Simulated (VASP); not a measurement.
# SiO2 (P4_2/mnm) in VASP: further runs

Runs on SiO2. Level: PBE. Tasks: single point.

Everything below comes from runs of VASP 6.6.1. Logs are shortened: lines on timing, memory, paths and dates and some standing lists are left out, and cuts for length are marked.

### 1 The cell of the first run

Symmetry: P4_2/mnm, No. 136, tetragonal system. Conventional cell: a = 4.139 Å, b = 4.139 Å, c = 2.647 Å, α = 90.00°, β = 90.00°, γ = 90.00°. Within 2.3 Å of Si (site symmetry mmm) lie 6 O at 1.75 to 1.78 Å. Within 2.3 Å of O (site symmetry m2m) lie 3 Si at 1.75 to 1.78 Å and 1 O at 2.29 Å.

### 2 Single point, PBE (7.56 Å³/atom)

Contents of INCAR:

```
ALGO = Normal
EDIFF = 1E-6
ENCUT = 520
GGA = PE
ISIF = 2
ISMEAR = -1
LASPH = True
LCHARG = False
LREAL = False
LWAVE = False
NBANDS = 25
NELM = 80
PREC = Accurate
SIGMA = 0.02
```

Contents of KPOINTS:

```
k-points
0
Gamma
  7 7 11
```

Contents of POSCAR:

```
SiO2
1.0
    4.1387347279      0.0000000000      0.0000000000
    0.0000000000      4.1387347279      0.0000000000
    0.0000000000      0.0000000000      2.6466169108
Si O
2 4
Direct
    0.0000000000      0.0000000000      0.0000000000
    0.5000000000      0.5000000000      0.5000000000
    0.3046152487      0.3046152487      0.0000000000
    0.1953847513      0.8046152487      0.5000000000
    0.6953847513      0.6953847513      0.0000000000
    0.8046152487      0.1953847513      0.5000000000
```

Potentials or basis: VASP PAW PBE potentials, release 64 (Si, O).

Run with:

```sh
> cat potpaw_PBE.64/Si/POTCAR potpaw_PBE.64/O/POTCAR > POTCAR
> mpirun -np 1 vasp_std > vasp.out
```

OUTCAR:

```text
EDIFF = 1E-6
   ENCUT = 520
   GGA = PE
   ISIF = 2
   ISMEAR = -1
   LASPH = True
   LREAL = False
   NELM = 80
   PREC = Accurate

 ion  position               nearest neighbor table
   1  0.000  0.000  0.000-   4 1.75   6 1.75   4 1.75   6 1.75   5 1.78   3 1.78
   2  0.500  0.500  0.500-   3 1.75   5 1.75   3 1.75   5 1.75   4 1.78   6 1.78
   3  0.305  0.305  0.000-   2 1.75   2 1.75   1 1.78
   4  0.195  0.805  0.500-   1 1.75   1 1.75   2 1.78
   5  0.695  0.695  0.000-   2 1.75   2 1.75   1 1.78
   6  0.805  0.195  0.500-   1 1.75   1 1.75   2 1.78

  LATTYP: Found a simple tetragonal cell.
 ALAT       =     4.1387347279
 C/A-ratio  =     0.6394748842

  Lattice vectors:

 A1 = (   4.1387347279,   0.0000000000,   0.0000000000)
 A2 = (   0.0000000000,   4.1387347279,   0.0000000000)
 A3 = (   0.0000000000,   0.0000000000,   2.6466169108)

Analysis of symmetry for initial positions (statically):
=====================================================================
 Subroutine PRICEL returns:
 Original cell was already a primitive cell.

 Routine SETGRP: Setting up the symmetry group for a
 simple tetragonal supercell.

 Subroutine GETGRP returns: Found 16 space group operations
 (whereof  8 operations were pure point group operations)
 out of a pool of 16 trial point group operations.

The static configuration has the point symmetry D_2h.
 The point group associated with its full space group is D_4h.

Analysis of symmetry for dynamics (positions and initial velocities):
=====================================================================
 Subroutine PRICEL returns:
 Original cell was already a primitive cell.

 Routine SETGRP: Setting up the symmetry group for a
 simple tetragonal supercell.

 Subroutine GETGRP returns: Found 16 space group operations
 (whereof  8 operations were pure point group operations)
 out of a pool of 16 trial point group operations.

The dynamic configuration has the point symmetry D_2h.
 The point group associated with its full space group is D_4h.

 Subroutine INISYM returns: Found 16 space group operations
 (whereof  8 operations are pure point group operations),
 and found     1 'primitive' translations

----------------------------------------------------------------------------------------
[... 95 lines left out ...]
   ISPIN  =      1    spin polarized calculation?
   LNONCOLLINEAR =      F non collinear calculations
   LSORBIT =      F    spin-orbit coupling
   LASPH  =      T    aspherical Exc in radial PAW
   ENCUT  =  520.0 eV  38.22 Ry    6.18 a.u.   7.70  7.70  4.92*2*pi/ulx,y,z
   NELM   =     80;   NELMIN=  2; NELMDL= -5     # of ELM steps
   EDIFF  = 0.1E-05   stopping-criterion for ELM
   LREAL  =      F    real-space projection
   EDIFFG = 0.1E-04   stopping-criterion for IOM
   NSW    =      0    number of steps for IOM
   IBRION =     -1    ionic relax: 0-MD 1-quasi-New 2-CG
   NFREE  =      0    steps in history (QN), initial steepest desc. (CG)
   ISIF   =      2    stress and relaxation
   ISYM   =      2    0-nonsym 1-usesym 2-fastsym
   POTIM  = 0.5000    time-step for ionic-motion
   TEBEG  =    0.0;   TEEND  =   0.0 temperature during run
   PSTRESS=    0.0 pullay stress
   NELECT =      32.0000    total number of electrons
   NUPDOWN=      -1.0000    fix difference up-down
   EMIN   =  10.00;   EMAX   =-10.00  energy-range for DOS
   EFERMI =   0.00;   METHOD = LEGACY
   ISMEAR =    -1;   SIGMA  =   0.02  broadening in eV -4-tet -1-fermi 0-gaus
   EFERMI_NEDOS =   21; number of points for ismear=-14 and -15
   IALGO  =     38    algorithm
   IMIX   =      4    mixing-type and parameters
     AMIX     =   0.40;   BMIX     =  1.00
     AMIX_MAG =   1.60;   BMIX_MAG =  1.00
  volume/ion in A,a.u.               =       7.56        50.99
  Fermi-wavevector in a.u.,A,eV,Ry     =   1.457637  2.754535 28.908377  2.124706
  Thomas-Fermi vector in A             =   2.574415
   LORBIT       =      0    0 simple, 1 ext, 2 COOP (PROOUT), +10 PAW based schemes
   GGA     = PE    functional components
[... 5 lines left out ...]
 non-spin polarized calculation
  energy-cutoff  :      520.00
  volume of cell :       45.33
 maximum number of plane-waves:      1246
 NGX is ok and might be reduce to    32
   NGX = 15   NGY = 15   NGZ =  9

 number of electron      31.9999972 magnetization

 Free energy of the ion-electron system (eV)
  ---------------------------------------------------
  ext. energy  EPLUGINS =         0.00000000
  ---------------------------------------------------
  free energy    TOTEN  =       -46.14079455 eV

  energy without entropy =      -46.14079455  energy(sigma->0) =      -46.14079455

 E-fermi :   9.0148     XC(G=0): -12.4157

 val. band max:        8.6402083115   @ k =   0.0000   0.0000   0.0000
 cond. band min:      14.6713073483   @ k =   0.0000   0.0000   0.0000
 fundamental gap:      6.0310990369
 Fermi energy:         9.0147648442

 k-point     1 :       0.0000    0.0000    0.0000
  band No.  band energies     occupation
      1     -14.2303      2.00000
      2     -10.4807      2.00000
      3     -10.4807      2.00000
      4     -10.1468      2.00000
      5      -2.5091      2.00000
      6       2.0112      2.00000
[... 661 lines left out ...]
     24      21.4927      0.00000
     25      23.0305      0.00000

 [... further k-points ...]

------------------------ aborting loop because EDIFF is reached ----------------------------------------

  FORCE on cell =-STRESS in cart. coord.  units (eV):
  Direction    XX          YY          ZZ          XY          YZ          ZX
  --------------------------------------------------------------------------------------
  -------------------------------------------------------------------------------------
  Total        5.2927017      5.2927017      6.3154732      0.0000000      0.0000000      0.0000000
  in kB      187.0517308    187.0517308    223.1979559      0.0000000      0.0000000      0.0000000
  external PRESSURE =     199.1004725 kB  Pullay stress =       0.0000000 kB

 VOLUME and BASIS-vectors are now :
 -----------------------------------------------------------------------------
  energy-cutoff  :      520.00
  volume of cell :       45.33
      direct lattice vectors                 reciprocal lattice vectors
     4.138734728  0.000000000  0.000000000     0.241619738  0.000000000  0.000000000
     0.000000000  4.138734728  0.000000000     0.000000000  0.241619738  0.000000000
     0.000000000  0.000000000  2.646616911     0.000000000  0.000000000  0.377840856

 POSITION                                       TOTAL-FORCE (eV/Angst)
 -----------------------------------------------------------------------------------
      0.00000      0.00000      0.00000        -0.000000      0.000000      0.000000
      2.06937      2.06937      1.32331        -0.000000      0.000000      0.000000
      1.26072      1.26072      0.00000        -0.012288     -0.012288     -0.000000
      0.80865      3.33009      1.32331         0.012288     -0.012288     -0.000000
      2.87801      2.87801      0.00000         0.012288      0.012288      0.000000
      3.33009      0.80865      1.32331        -0.012288      0.012288      0.000000
 -----------------------------------------------------------------------------------
    total drift:                                0.000000      0.000000      0.000000

  FREE ENERGIE OF THE ION-ELECTRON SYSTEM (eV)
  ---------------------------------------------------
  free  energy   TOTEN  =       -46.1407945540 eV

  energy  without entropy=      -46.1407945539  energy(sigma->0) =      -46.14079455
```

stdout:

```text
POSCAR found type information on POSCAR SiO
 POSCAR found :  2 types and       6 ions
 scaLAPACK will be used
 LDA part: xc-table for (Slater+PW92), standard interpolation
 POSCAR, INCAR and KPOINTS ok, starting setup
 FFT: planning ... GRIDC
 FFT: planning ... GRID_SOFT
 FFT: planning ... GRID
 WAVECAR not read
 entering main loop
```

Run time: 64 s. Hardware: 1 thread of Intel Xeon 8259CL, shared host; peak memory 0.18 GiB.

What came out:

```
Free energy            : -46.1408 eV
Pressure               : 19.9 GPa
Largest force          : 0.017 eV/Å
Band gap on the k mesh : 6.03 eV
```

Forces on the atoms (eV/Å):
```
Si   0.000  0.000  0.000
Si   0.000  0.000  0.000
O   -0.012 -0.012  0.000
O    0.012 -0.012  0.000
O    0.012  0.012  0.000
O   -0.012  0.012  0.000
```

Stress tensor (GPa, compression positive):
```
18.71  0.00  0.00
 0.00 18.71  0.00
 0.00  0.00 22.32
```

Caveat: the cell stands under pressure; an odd mesh through Γ misses points on the zone boundary, where band edges can lie.

### 3 Single point, PBE (z stretched by -2 %, then relaxed in part)

Contents of INCAR:

```
ALGO = Normal
EDIFF = 1E-7
ENCUT = 520
GGA = PE
ISIF = 2
ISMEAR = -1
LASPH = T
LCHARG = T
LELF = T
LREAL = F
LVHAR = T
LWAVE = F
NBANDS = 25
NELM = 60
PREC = Accurate
SIGMA = 0.02
```

KPOINTS is that of step 2.

Contents of POSCAR:

```
SiO2
1.0
    4.1667000000      0.0000000000      0.0000000000
    0.0000000000      4.1667000000      0.0000000000
    0.0000000000      0.0000000000      2.6112100000
Si O
2 4
Direct
    0.0000000000      0.0000000000      0.0000000000
    0.5000000000      0.5000000000      0.5000000000
    0.3050467297      0.3050467297      0.0000000000
    0.1949532703      0.8050467297      0.5000000000
    0.6949532703      0.6949532703      0.0000000000
    0.8050467297      0.1949532703      0.5000000000
```

Potentials or basis: VASP PAW PBE potentials, release 64 (Si, O).

Run with:

```sh
> cat potpaw_PBE.64/Si/POTCAR potpaw_PBE.64/O/POTCAR > POTCAR
> mpirun -np 1 vasp_std > vasp.out
```

OUTCAR:

```text
EDIFF = 1E-7
   ENCUT = 520
   GGA = PE
   ISIF = 2
   ISMEAR = -1
   LASPH = T
   LREAL = F
   NELM = 60
   PREC = Accurate

 ion  position               nearest neighbor table
   1  0.000  0.000  0.000-   4 1.74   6 1.74   4 1.74   6 1.74   5 1.80   3 1.80
   2  0.500  0.500  0.500-   3 1.74   5 1.74   3 1.74   5 1.74   4 1.80   6 1.80
   3  0.305  0.305  0.000-   2 1.74   2 1.74   1 1.80
   4  0.195  0.805  0.500-   1 1.74   1 1.74   2 1.80
   5  0.695  0.695  0.000-   2 1.74   2 1.74   1 1.80
   6  0.805  0.195  0.500-   1 1.74   1 1.74   2 1.80

  LATTYP: Found a simple tetragonal cell.
 ALAT       =     4.1667000000
 C/A-ratio  =     0.6266853865

  Lattice vectors:

 A1 = (   4.1667000000,   0.0000000000,   0.0000000000)
 A2 = (   0.0000000000,   4.1667000000,   0.0000000000)
 A3 = (   0.0000000000,   0.0000000000,   2.6112100000)

Analysis of symmetry for initial positions (statically):
=====================================================================
 Subroutine PRICEL returns:
 Original cell was already a primitive cell.

 Routine SETGRP: Setting up the symmetry group for a
 simple tetragonal supercell.

 Subroutine GETGRP returns: Found 16 space group operations
 (whereof  8 operations were pure point group operations)
 out of a pool of 16 trial point group operations.

The static configuration has the point symmetry D_2h.
 The point group associated with its full space group is D_4h.

Analysis of symmetry for dynamics (positions and initial velocities):
=====================================================================
 Subroutine PRICEL returns:
 Original cell was already a primitive cell.

 Routine SETGRP: Setting up the symmetry group for a
 simple tetragonal supercell.

 Subroutine GETGRP returns: Found 16 space group operations
 (whereof  8 operations were pure point group operations)
 out of a pool of 16 trial point group operations.

The dynamic configuration has the point symmetry D_2h.
 The point group associated with its full space group is D_4h.

 Subroutine INISYM returns: Found 16 space group operations
 (whereof  8 operations are pure point group operations),
 and found     1 'primitive' translations

----------------------------------------------------------------------------------------

                                     Primitive cell

  volume of cell :      45.3342

  direct lattice vectors                    reciprocal lattice vectors
     4.166700000  0.000000000  0.000000000     0.239998080  0.000000000  0.000000000
     0.000000000  4.166700000  0.000000000     0.000000000  0.239998080  0.000000000
     0.000000000  0.000000000  2.611210000     0.000000000  0.000000000  0.382964220

  length of vectors
     4.166700000  4.166700000  2.611210000     0.239998080  0.239998080  0.382964220

  position of ions in fractional coordinates (direct lattice)
     0.000000000  0.000000000  0.000000000
     0.500000000  0.500000000  0.500000000
     0.305046730  0.305046730  0.000000000
     0.194953270  0.805046730  0.500000000
     0.694953270  0.694953270  0.000000000
     0.805046730  0.194953270  0.500000000

  ion indices of the primitive-cell ions
   primitive index   ion index
                 1           1
                 2           2
[... 24 lines left out ...]
     0.000000000  0.000000000  0.000000000

 Subroutine IBZKPT returns following result:
 ===========================================

 Found     60 irreducible k-points:

 Following reciprocal coordinates:
            Coordinates               Weight
  0.000000  0.000000  0.000000      1.000000
  0.142857  0.000000  0.000000      4.000000
  0.285714  0.000000  0.000000      4.000000
  0.428571  0.000000  0.000000      4.000000
  0.142857  0.142857  0.000000      4.000000
  0.285714  0.142857  0.000000      8.000000
[... 16 lines left out ...]
  0.285714  0.000000  0.181818      8.000000
  0.428571  0.000000  0.181818      8.000000
 [... further k-points ...]
   k-points           NKPTS =     60   k-points in BZ     NKDIM =     60   number of bands    NBANDS=     25
   number of dos      NEDOS =    301   number of ions     NIONS =      6
   total plane-waves  NPLWV =  20480
   dimension x,y,z NGX =    32 NGY =   32 NGZ =   20
   dimension x,y,z NGXF=    64 NGYF=   64 NGZF=   40
   ions per type =               2   4
   NGX,Y,Z   is equivalent  to a cutoff of  12.77, 12.77, 12.73 a.u.
   NGXF,Y,Z  is equivalent  to a cutoff of  25.54, 25.54, 25.47 a.u.
 SYSTEM =  unknown system
   PREC   = accura    normal or accurate (medium, high low for compatibility)
   ISTART =      0    job   : 0-new  1-cont  2-samecut
   ICHARG =      2    charge: 1-file 2-atom 10-const
   ISPIN  =      1    spin polarized calculation?
   LNONCOLLINEAR =      F non collinear calculations
   LSORBIT =      F    spin-orbit coupling
   LASPH  =      T    aspherical Exc in radial PAW
   ENCUT  =  520.0 eV  38.22 Ry    6.18 a.u.   7.75  7.75  4.86*2*pi/ulx,y,z
   NELM   =     60;   NELMIN=  2; NELMDL= -5     # of ELM steps
   EDIFF  = 0.1E-06   stopping-criterion for ELM
   LREAL  =      F    real-space projection
   EDIFFG = 0.1E-05   stopping-criterion for IOM
   NSW    =      0    number of steps for IOM
   IBRION =     -1    ionic relax: 0-MD 1-quasi-New 2-CG
   NFREE  =      0    steps in history (QN), initial steepest desc. (CG)
   ISIF   =      2    stress and relaxation
   ISYM   =      2    0-nonsym 1-usesym 2-fastsym
   POTIM  = 0.5000    time-step for ionic-motion
   TEBEG  =    0.0;   TEEND  =   0.0 temperature during run
   PSTRESS=    0.0 pullay stress
   NELECT =      32.0000    total number of electrons
   NUPDOWN=      -1.0000    fix difference up-down
   EMIN   =  10.00;   EMAX   =-10.00  energy-range for DOS
   EFERMI =   0.00;   METHOD = LEGACY
   ISMEAR =    -1;   SIGMA  =   0.02  broadening in eV -4-tet -1-fermi 0-gaus
   EFERMI_NEDOS =   21; number of points for ismear=-14 and -15
   IALGO  =     38    algorithm
   IMIX   =      4    mixing-type and parameters
     AMIX     =   0.40;   BMIX     =  1.00
     AMIX_MAG =   1.60;   BMIX_MAG =  1.00
  volume/ion in A,a.u.               =       7.56        50.99
  Fermi-wavevector in a.u.,A,eV,Ry     =   1.457637  2.754535 28.908377  2.124706
  Thomas-Fermi vector in A             =   2.574415
   LORBIT       =      0    0 simple, 1 ext, 2 COOP (PROOUT), +10 PAW based schemes
   GGA     = PE    functional components
[... 5 lines left out ...]
 non-spin polarized calculation
  energy-cutoff  :      520.00
  volume of cell :       45.33
 maximum number of plane-waves:      1250
 NGX is ok and might be reduce to    32
   NGX = 15   NGY = 15   NGZ =  9

 number of electron      31.9999997 magnetization

 Free energy of the ion-electron system (eV)
  ---------------------------------------------------
  ext. energy  EPLUGINS =         0.00000000
  ---------------------------------------------------
  free energy    TOTEN  =       -46.10722228 eV

  energy without entropy =      -46.10722228  energy(sigma->0) =      -46.10722228

 E-fermi :   9.0298     XC(G=0): -12.4061

 val. band max:        8.6023921894   @ k =   0.0000   0.0000   0.0000
 cond. band min:      14.7143664765   @ k =   0.0000   0.0000   0.0000
 fundamental gap:      6.1119742871
 Fermi energy:         9.0298459579

 k-point     1 :       0.0000    0.0000    0.0000
  band No.  band energies     occupation
      1     -14.2779      2.00000
      2     -10.5648      2.00000
      3     -10.5648      2.00000
      4     -10.2969      2.00000
      5      -2.5131      2.00000
      6       1.8893      2.00000
[... 661 lines left out ...]
     24      21.6325      0.00000
     25      23.0201      0.00000

 [... further k-points ...]

------------------------ aborting loop because EDIFF is reached ----------------------------------------

  FORCE on cell =-STRESS in cart. coord.  units (eV):
  Direction    XX          YY          ZZ          XY          YZ          ZX
  --------------------------------------------------------------------------------------
  -------------------------------------------------------------------------------------
  Total        4.6714535      4.6714535      8.6322160      0.0000000      0.0000000      0.0000000
  in kB      165.0959215    165.0959215    305.0749972      0.0000000      0.0000000      0.0000000
  external PRESSURE =     211.7556134 kB  Pullay stress =       0.0000000 kB

 VOLUME and BASIS-vectors are now :
 -----------------------------------------------------------------------------
  energy-cutoff  :      520.00
  volume of cell :       45.33
      direct lattice vectors                 reciprocal lattice vectors
     4.166700000  0.000000000  0.000000000     0.239998080  0.000000000  0.000000000
     0.000000000  4.166700000  0.000000000     0.000000000  0.239998080  0.000000000
     0.000000000  0.000000000  2.611210000     0.000000000  0.000000000  0.382964220

 POSITION                                       TOTAL-FORCE (eV/Angst)
 -----------------------------------------------------------------------------------
      0.00000      0.00000      0.00000         0.000000     -0.000000      0.000000
      2.08335      2.08335      1.30560         0.000000     -0.000000      0.000000
      1.27104      1.27104      0.00000        -0.016646     -0.016646     -0.000000
      0.81231      3.35439      1.30560         0.016646     -0.016646      0.000000
      2.89566      2.89566      0.00000         0.016646      0.016646      0.000000
      3.35439      0.81231      1.30560        -0.016646      0.016646      0.000000
 -----------------------------------------------------------------------------------
    total drift:                                0.000000     -0.000000     -0.000000

  FREE ENERGIE OF THE ION-ELECTRON SYSTEM (eV)
  ---------------------------------------------------
  free  energy   TOTEN  =       -46.1072222790 eV

  energy  without entropy=      -46.1072222790  energy(sigma->0) =      -46.10722228
```

stdout:

```text
POSCAR found type information on POSCAR SiO
 POSCAR found :  2 types and       6 ions
 scaLAPACK will be used
 LDA part: xc-table for (Slater+PW92), standard interpolation
 POSCAR, INCAR and KPOINTS ok, starting setup
 FFT: planning ... GRIDC
 FFT: planning ... GRID_SOFT
 FFT: planning ... GRID
 WAVECAR not read
 entering main loop
```

Run time: 66 s. Hardware: 1 thread of Intel Xeon 8259CL, shared host; peak memory 0.18 GiB.

What came out:

```yaml
Free_energy: -46.1072 eV
Pressure: 21.2 GPa
Largest_force: 0.024 eV/Å
Band_gap_on_the_k_mesh: 6.11 eV
```

Forces on the atoms (eV/Å):
```
Si   0.000  0.000  0.000
Si   0.000  0.000  0.000
O   -0.017 -0.017  0.000
O    0.017 -0.017  0.000
O    0.017  0.017  0.000
O   -0.017  0.017  0.000
```

Caveat: the cell differs from its parent crystal (z stretched by -2 %, then relaxed in part); the cell stands under pressure; an odd mesh through Γ misses points on the zone boundary, where band edges can lie.
